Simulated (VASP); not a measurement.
Runs of VASP 6.6.1 on TePt. The structure is that of space group P6_3/mmc (No. 194), or close to it. The cells are those of the table. 

```csv
fixed moment (μB),cell,pressure (GPa),moment (μB)
0.125,"a = 4.083, b = 4.083, c = 5.353 Å, angles 90.0, 90.0, 120.0°, 4 atoms",15.4,0.12
0.25,"a = 4.307, b = 4.307, c = 5.647 Å, angles 90.0, 90.0, 120.0°, 4 atoms",-9.1,0.25
0.875,"a = 4.023, b = 4.023, c = 5.275 Å, angles 90.0, 90.0, 120.0°, 4 atoms",26.5,0.88
1.0,"a = 4.023, b = 4.023, c = 5.275 Å, angles 90.0, 90.0, 120.0°, 4 atoms",(a),1.00
0.875,"a = 4.254, b = 4.254, c = 5.576 Å, angles 90.0, 90.0, 120.0°, 4 atoms",(b),0.88
```

Alike in all rows: task single point; level LDA; potentials or basis VASP PAW LDA potentials, release 64 (Te, Pt); spin collinear; k mesh 12 × 12 × 8; cutoff (eV) 520; smearing gaussian 0.15 eV.

Question: Estimate the missing entries.

Answer: (a) 26.6; (b) -4.7.

Caveats: the total moment is fixed, so each spin has its own Fermi level; the cell stands under pressure (at least some runs); the cell stands under tension (at least some runs).
